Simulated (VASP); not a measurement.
# Ga (Fd-3m) in VASP: a series of runs

The runs below take Ga through single point, relaxation of cell and atoms, with PBE.

All numbers are computed with VASP 6.6.1; they aren't measurements. Logs are shortened: lines on timing, memory, paths and dates and some standing lists are left out, and cuts for length are marked.

**1. The cell of the first run**

The structure is cubic, space group Fd-3m (No. 227). Conventional cell: a = 5.878 Å, b = 5.878 Å, c = 5.878 Å, α = 90.00°, β = 90.00°, γ = 90.00°. Ga (site symmetry -43m) has 4 Ga at 2.55 Å within 3.4 Å.

**2. Single point, PBE**

The input, INCAR:

```
PREC = Accurate ; ENCUT = 520
EDIFF = 1E-7 ; ISMEAR = 0
SIGMA = 0.1 ; LREAL = F
LASPH = T ; NELM = 80
ALGO = Normal ; ISIF = 2
LWAVE = F ; LCHARG = F
GGA = PE ; NBANDS = 20
```

The input, KPOINTS:

```
regular mesh
0
Gamma
  6 6 6
```

The input, POSCAR:

```
Ga
1.0
    0.0000000000      2.9391886111      2.9391886111
    2.9391886111      0.0000000000      2.9391886111
    2.9391886111      2.9391886111      0.0000000000
Ga
2
Direct
    0.5000000000      0.5000000000      0.5000000000
    0.7500000000      0.7500000000      0.7500000000
```

Potentials or basis: VASP PAW PBE potentials, release 64 (Ga_d).

Launch:

```
$ cat potpaw_PBE.64/Ga_d/POTCAR > POTCAR
$ mpirun -np 1 vasp_std > vasp.out
```

OUTCAR:

```text
PREC = Accurate
   ENCUT = 520
   EDIFF = 1E-7
   ISMEAR = 0
   LREAL = F
   LASPH = T
   NELM = 80
   ISIF = 2
   GGA = PE

 ion  position               nearest neighbor table
   1  0.500  0.500  0.500-   2 2.55   2 2.55   2 2.55   2 2.55
   2  0.750  0.750  0.750-   1 2.55   1 2.55   1 2.55   1 2.55

  LATTYP: Found a face centered cubic cell.
 ALAT       =     5.8783772222

  Lattice vectors:

 A1 = (   0.0000000000,   2.9391886111,   2.9391886111)
 A2 = (   2.9391886111,   0.0000000000,   2.9391886111)
 A3 = (   2.9391886111,   2.9391886111,   0.0000000000)

Analysis of symmetry for initial positions (statically):
=====================================================================
 Subroutine PRICEL returns:
 Original cell was already a primitive cell.

 Routine SETGRP: Setting up the symmetry group for a
 face centered cubic supercell.

 Subroutine GETGRP returns: Found 48 space group operations
 (whereof 24 operations were pure point group operations)
 out of a pool of 48 trial point group operations.

The static configuration has the point symmetry T_d .
 The point group associated with its full space group is O_h .

Analysis of symmetry for dynamics (positions and initial velocities):
=====================================================================
 Subroutine PRICEL returns:
 Original cell was already a primitive cell.

 Routine SETGRP: Setting up the symmetry group for a
 face centered cubic supercell.

 Subroutine GETGRP returns: Found 48 space group operations
 (whereof 24 operations were pure point group operations)
 out of a pool of 48 trial point group operations.

The dynamic configuration has the point symmetry T_d .
 The point group associated with its full space group is O_h .

 Subroutine INISYM returns: Found 48 space group operations
 (whereof 24 operations are pure point group operations),
 and found     1 'primitive' translations

----------------------------------------------------------------------------------------

                                     Primitive cell

  volume of cell :      50.7823

  direct lattice vectors                    reciprocal lattice vectors
     0.000000000  2.939188611  2.939188611    -0.170114976  0.170114976  0.170114976
     2.939188611  0.000000000  2.939188611     0.170114976 -0.170114976  0.170114976
     2.939188611  2.939188611  0.000000000     0.170114976  0.170114976 -0.170114976
[... 70 lines left out ...]
   LNONCOLLINEAR =      F non collinear calculations
   LSORBIT =      F    spin-orbit coupling
   LASPH  =      T    aspherical Exc in radial PAW
   ENCUT  =  520.0 eV  38.22 Ry    6.18 a.u.   7.73  7.73  7.73*2*pi/ulx,y,z
   NELM   =     80;   NELMIN=  2; NELMDL= -5     # of ELM steps
   EDIFF  = 0.1E-06   stopping-criterion for ELM
   LREAL  =      F    real-space projection
   EDIFFG = 0.1E-05   stopping-criterion for IOM
   NSW    =      0    number of steps for IOM
   IBRION =     -1    ionic relax: 0-MD 1-quasi-New 2-CG
   NFREE  =      0    steps in history (QN), initial steepest desc. (CG)
   ISIF   =      2    stress and relaxation
   ISYM   =      2    0-nonsym 1-usesym 2-fastsym
   POTIM  = 0.5000    time-step for ionic-motion
   TEBEG  =    0.0;   TEEND  =   0.0 temperature during run
   PSTRESS=    0.0 pullay stress
   NELECT =      26.0000    total number of electrons
   NUPDOWN=      -1.0000    fix difference up-down
   EMIN   =  10.00;   EMAX   =-10.00  energy-range for DOS
   EFERMI =   0.00;   METHOD = LEGACY
   ISMEAR =     0;   SIGMA  =   0.10  broadening in eV -4-tet -1-fermi 0-gaus
   EFERMI_NEDOS =   21; number of points for ismear=-14 and -15
   IALGO  =     38    algorithm
   IMIX   =      4    mixing-type and parameters
     AMIX     =   0.40;   BMIX     =  1.00
     AMIX_MAG =   1.60;   BMIX_MAG =  1.00
  volume/ion in A,a.u.               =      25.39       171.35
  Fermi-wavevector in a.u.,A,eV,Ry     =   1.309670  2.474917 23.337190  1.715235
  Thomas-Fermi vector in A             =   2.440253
   LORBIT       =      0    0 simple, 1 ext, 2 COOP (PROOUT), +10 PAW based schemes
   GGA     = PE    functional components
   LHFCALC =     F    Hartree Fock is set to
   AEXX    =    0.0000 exact exchange contribution
   IVDW    =     0    specifies the selected vdW correction
   LEPSILON=     F    determine dielectric tensor
   LRPA    =     F    only Hartree local field effects (RPA)
 non-spin polarized calculation
 Gauss-broadening in eV      SIGMA  =   0.10
  energy-cutoff  :      520.00
  volume of cell :       50.78
 maximum number of plane-waves:      1381
   NGX = 15   NGY = 15   NGZ = 15

 number of electron      26.0000009 magnetization

 Free energy of the ion-electron system (eV)
  ---------------------------------------------------
  ext. energy  EPLUGINS =         0.00000000
  ---------------------------------------------------
  free energy    TOTEN  =        -5.22675712 eV

  energy without entropy =       -5.21739883  energy(sigma->0) =       -5.22207798

 E-fermi :   2.5721     XC(G=0):  -9.2971

 val. band max:        2.4245926840   @ k =   0.1667   0.0000   0.0000
 cond. band min:       2.5753358066   @ k =  -0.1667   0.1667   0.0000
 fundamental gap:      0.1507431225
 Fermi energy:         2.5720659500

 k-point     1 :       0.0000    0.0000    0.0000
  band No.  band energies     occupation
      1     -12.1805      2.00000
      2     -12.1805      2.00000
      3     -12.1805      2.00000
      4     -12.1402      2.00000
      5     -12.1402      2.00000
      6     -11.8366      2.00000
[... 357 lines left out ...]
     19      15.4914      0.00000
     20      15.4914      0.00000

------------------------ aborting loop because EDIFF is reached ----------------------------------------

  FORCE on cell =-STRESS in cart. coord.  units (eV):
  Direction    XX          YY          ZZ          XY          YZ          ZX
  --------------------------------------------------------------------------------------
  -------------------------------------------------------------------------------------
  Total        0.0928409      0.0928409      0.0928409      0.0000000      0.0000000      0.0000000
  in kB        2.9291240      2.9291240      2.9291240      0.0000000      0.0000000      0.0000000
  external PRESSURE =       2.9291240 kB  Pullay stress =       0.0000000 kB

 VOLUME and BASIS-vectors are now :
 -----------------------------------------------------------------------------
  energy-cutoff  :      520.00
  volume of cell :       50.78
      direct lattice vectors                 reciprocal lattice vectors
     0.000000000  2.939188611  2.939188611    -0.170114976  0.170114976  0.170114976
     2.939188611  0.000000000  2.939188611     0.170114976 -0.170114976  0.170114976
     2.939188611  2.939188611  0.000000000     0.170114976  0.170114976 -0.170114976

 POSITION                                       TOTAL-FORCE (eV/Angst)
 -----------------------------------------------------------------------------------
      2.93919      2.93919      2.93919         0.000000      0.000000      0.000000
      4.40878      4.40878      4.40878        -0.000000     -0.000000     -0.000000
 -----------------------------------------------------------------------------------
    total drift:                               -0.000000     -0.000000      0.000000

  FREE ENERGIE OF THE ION-ELECTRON SYSTEM (eV)
  ---------------------------------------------------
  free  energy   TOTEN  =        -5.2267571200 eV

  energy  without entropy=       -5.2173988333  energy(sigma->0) =       -5.22207798
```

OSZICAR:

```text
N       E                     dE             d eps       ncg     rms          rms(c)
DAV:   1     0.137763016153E+03    0.13776E+03   -0.13474E+04   648   0.220E+03
DAV:   2     0.780123068353E+01   -0.12996E+03   -0.12722E+03   652   0.377E+02
DAV:   3    -0.499534401882E+01   -0.12797E+02   -0.12744E+02   712   0.101E+02
DAV:   4    -0.523320797620E+01   -0.23786E+00   -0.23766E+00   740   0.149E+01
DAV:   5    -0.523736413636E+01   -0.41562E-02   -0.41559E-02   700   0.195E+00    0.146E+00
DAV:   6    -0.522457927976E+01    0.12785E-01   -0.57850E-02   880   0.377E+00    0.802E-01
DAV:   7    -0.522647280207E+01   -0.18935E-02   -0.11446E-02   900   0.153E+00    0.207E-01
DAV:   8    -0.522670366685E+01   -0.23086E-03   -0.26637E-03   780   0.626E-01    0.280E-02
DAV:   9    -0.522675474729E+01   -0.51080E-04   -0.19799E-04   728   0.149E-01    0.640E-03
DAV:  10    -0.522675650882E+01   -0.17615E-05   -0.16349E-05   796   0.448E-02    0.271E-03
DAV:  11    -0.522675703417E+01   -0.52535E-06   -0.18432E-06   784   0.832E-03    0.569E-04
DAV:  12    -0.522675711997E+01   -0.85794E-07   -0.60718E-08   476   0.337E-03
   1 F= -.52267571E+01 E0= -.52220780E+01  d E =-.935829E-02
```

It took 7.4 s on 1 thread of Intel Xeon 6975P-C (Granite Rapids), shared host; peak memory 0.17 GiB.

What came out:

* Free energy: -5.2268 eV
* Pressure: 0.3 GPa
* Band gap on the k mesh: zero (band 13 reaches 5.31 eV, above the bottom of band 14 at 1.35 eV)

Levels at points of the mesh, in eV from the Fermi level:
| k point | band 8 | band 9 | band 10 | band 11 | band 12 | band 13 | band 14 | band 15 | band 16 | band 17 |
| --- | --- | --- | --- | --- | --- | --- | --- | --- | --- | --- |
| (0.00, 0.00, 0.00) | -14.41 | -14.36 | -14.36 | -9.30 | 2.74 | 2.74 | 2.74 | 3.39 | 4.78 | 4.78 |
| (0.50, 0.00, 0.00) | -14.43 | -14.34 | -14.34 | -7.16 | -4.59 | 1.28 | 1.28 | 2.88 | 5.75 | 5.75 |
| (0.50, 0.50, 0.00) | -14.45 | -14.31 | -14.31 | -5.48 | -5.48 | -0.47 | -0.47 | 2.79 | 2.79 | 11.69 |

**3. Relaxation of cell and atoms, PBE**

This run uses another cell than the first one, of 21.91 Å³/atom, 0.863 times its volume.

The input, INCAR:

```
ALGO     = Normal         # electronic algorithm
EDIFF    = 1E-6           # SCF threshold, eV
EDIFFG   = -0.04          # ionic threshold
ENCUT    = 600            # plane-wave cutoff, eV
GGA      = PE             # functional
IBRION   = 2              # ionic algorithm
ISIF     = 3              # what is computed and relaxed
ISMEAR   = 0              # smearing method
LASPH    = True           # aspherical terms in the spheres
LCHARG   = False          # write CHGCAR
LREAL    = False          # projectors in reciprocal space
LWAVE    = False          # write WAVECAR
NELM     = 100            # most SCF steps
NSW      = 90             # ionic steps
PREC     = Accurate       # precision mode
SIGMA    = 0.1            # smearing width, eV
```

The input, KPOINTS:

```
k-points
0
Gamma
  6 6 6
```

The input, POSCAR:

```
Ga
1.0
    0.0000000000      2.7980956521      2.7980956521
    2.7980956521      0.0000000000      2.7980956521
    2.7980956521      2.7980956521      0.0000000000
Ga
2
Direct
    0.5000000000      0.5000000000      0.5000000000
    0.7500000000      0.7500000000      0.7500000000
```

Potentials or basis: VASP PAW PBE potentials, release 64 (Ga_d).

Launch:

```
$ cat potpaw_PBE.64/Ga_d/POTCAR > POTCAR
$ mpirun -np 1 vasp_std > vasp.out
```

OUTCAR:

```text
EDIFF = 1E-6
   EDIFFG = -0.04
   ENCUT = 600
   GGA = PE
   IBRION = 2
   ISIF = 3
   ISMEAR = 0
   LASPH = True
   LREAL = False
   NELM = 100
   NSW = 90
   PREC = Accurate

 ion  position               nearest neighbor table
   1  0.500  0.500  0.500-   2 2.42   2 2.42   2 2.42   2 2.42
   2  0.750  0.750  0.750-   1 2.42   1 2.42   1 2.42   1 2.42

  LATTYP: Found a face centered cubic cell.
 ALAT       =     5.5961913042

  Lattice vectors:

 A1 = (   0.0000000000,   2.7980956521,   2.7980956521)
 A2 = (   2.7980956521,   0.0000000000,   2.7980956521)
 A3 = (   2.7980956521,   2.7980956521,   0.0000000000)

Analysis of symmetry for initial positions (statically):
=====================================================================
 Subroutine PRICEL returns:
 Original cell was already a primitive cell.

 Routine SETGRP: Setting up the symmetry group for a
 face centered cubic supercell.

 Subroutine GETGRP returns: Found 48 space group operations
 (whereof 24 operations were pure point group operations)
 out of a pool of 48 trial point group operations.

The static configuration has the point symmetry T_d .
 The point group associated with its full space group is O_h .

Analysis of symmetry for dynamics (positions and initial velocities):
=====================================================================
 Subroutine PRICEL returns:
 Original cell was already a primitive cell.

 Routine SETGRP: Setting up the symmetry group for a
 face centered cubic supercell.

 Subroutine GETGRP returns: Found 48 space group operations
[... 132 lines left out ...]
   NGX = 15   NGY = 15   NGZ = 15

--------------------------------------- Ionic step        1  -------------------------------------------

 number of electron      26.0000006 magnetization

 Free energy of the ion-electron system (eV)
  ---------------------------------------------------
  ext. energy  EPLUGINS =         0.00000000
  ---------------------------------------------------
  free energy    TOTEN  =        -5.08226469 eV

  energy without entropy =       -5.07452650  energy(sigma->0) =       -5.07839560

 E-fermi :   3.5796     XC(G=0):  -9.9764

 val. band max:        3.5273535096   @ k =   0.3333   0.3333   0.0000
 cond. band min:       3.6756306561   @ k =   0.5000   0.3333   0.1667
 fundamental gap:      0.1482771465
 Fermi energy:         3.5796463683

 k-point     1 :       0.0000    0.0000    0.0000
  band No.  band energies     occupation
      1     -11.3270      2.00000
      2     -11.3270      2.00000
      3     -11.3270      2.00000
      4     -11.2757      2.00000
      5     -11.2757      2.00000
      6     -10.8593      2.00000
[... 380 lines left out ...]
--------------------------------------- Ionic step        3  -------------------------------------------

 number of electron      26.0000019 magnetization

 Free energy of the ion-electron system (eV)
  ---------------------------------------------------
  ext. energy  EPLUGINS =         0.00000000
  ---------------------------------------------------
  free energy    TOTEN  =        -5.22575763 eV

  energy without entropy =       -5.21626035  energy(sigma->0) =       -5.22100899

 E-fermi :   2.4925     XC(G=0):  -9.2405

 val. band max:        2.3531794030   @ k =   0.5000   0.3333   0.0000
 cond. band min:       2.4962072258   @ k =   0.1667   0.1667   0.0000
 fundamental gap:      0.1430278228
 Fermi energy:         2.4925377445

 k-point     1 :       0.0000    0.0000    0.0000
  band No.  band energies     occupation
      1     -12.2442      2.00000
      2     -12.2442      2.00000
      3     -12.2442      2.00000
      4     -12.2048      2.00000
      5     -12.2048      2.00000
      6     -11.9093      2.00000
[... 338 lines left out ...]
  FREE ENERGIE OF THE ION-ELECTRON SYSTEM (eV)
  ---------------------------------------------------
  free  energy   TOTEN  =        -5.2257576317 eV

  energy  without entropy=       -5.2162603507  energy(sigma->0) =       -5.22100899

 reached required accuracy - stopping structural energy minimisation
```

CONTCAR:

```text
Ga
   1.00000000000000
    -0.0000000000000000    2.9513966671854637    2.9513966671854637
     2.9513966671854637    0.0000000000000000    2.9513966671854637
     2.9513966671854637    2.9513966671854637    0.0000000000000000
  Ga
     2
Direct
     0.5000000000000000    0.5000000000000000    0.5000000000000000
     0.7500000000000000    0.7500000000000000    0.7500000000000000

  0.00000000E+00  0.00000000E+00  0.00000000E+00
  0.00000000E+00  0.00000000E+00  0.00000000E+00
```

It took 20 s on 1 thread of Intel Xeon 6975P-C (Granite Rapids), shared host; peak memory 0.18 GiB.

Results:

```yaml
Free_energy: -5.2258 eV
Relaxed_volume: 25.71 Å³/atom
Relaxed_cell: a = 4.174 Å, b = 4.174 Å, c = 4.174 Å, α = 60.00°, β = 60.00°, γ = 60.00°
Space_group_after_relaxing_to_0.05_Å: Fd-3m (No. 227)
Energy_gained_by_relaxing: 71.7 meV/atom
Ionic_steps: 3
Pressure_after_relaxing: 0.0 GPa
Band_gap_on_the_k_mesh: zero (band 13 reaches 5.20 eV, above the bottom of band 14 at 1.30 eV)
```

Step by step:
```
step  energy change (eV)  largest force (eV/Å)  pressure (GPa)  volume (Å³)
   1              0.0000                0.0000            7.54        43.81
   2             -0.1428                0.0000            0.35        50.68
   3             -0.1435                0.0000           -0.04        51.42
```

Final structure:
```cif
data_structure
_symmetry_space_group_name_H-M 'P 1'
_symmetry_Int_Tables_number 1
_cell_length_a 4.1739
_cell_length_b 4.1739
_cell_length_c 4.1739
_cell_angle_alpha 60.000
_cell_angle_beta 60.000
_cell_angle_gamma 60.000
_cell_volume 51.42
loop_
_atom_site_label
_atom_site_type_symbol
_atom_site_fract_x
_atom_site_fract_y
_atom_site_fract_z
_atom_site_occupancy
Ga1 Ga 0.50000 0.50000 0.50000 1
Ga2 Ga 0.75000 0.75000 0.75000 1
```

Caveat: the volume moved by over 15 % at a fixed basis, so the end points are rough.
